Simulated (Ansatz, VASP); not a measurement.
## V4O: VASP beside Ansatz

```xyz
5
Lattice="2.9972 0.0000 0.0000 0.0000 2.9972 0.0000 0.0000 0.0000 21.3334" Properties=species:S:1:pos:R:3 pbc="T T T"
V     1.4986    1.4986    4.0000
V     0.0000    0.0000    5.4986
V     1.4986    1.4986    6.9700
V     0.0000    0.0000    8.3334
O     1.4986    1.4986    8.7234
```

Alike in both runs: task single point; functional PBE; k mesh 9 × 9 × 1; occupations gaussian, width 0.1 eV; no spin polarisation.

|  | VASP | Ansatz |
| --- | --- | --- |
| version | VASP 6.6.1 | Ansatz 0.2.0 |
| potentials or method | VASP PAW PBE potentials, release 64 (V_sv, O), cutoff 520 eV | scalar-relativistic, plane waves, PAW |
| valence electrons in the cell | 58 | 58 |

VASP gave:

- gap on the k mesh at the Fermi level (eV): none
- rms of the force components (eV/Å): 2.275

Problem. What did Ansatz give for the same quantities?

Solution. gap on the k mesh at the Fermi level (eV): none; rms of the force components (eV/Å): 2.215.

Atom by atom the forces differ by 0.064 eV/Å (rms over components). A gap of «none» marks a metal or a gap that the smearing closes.
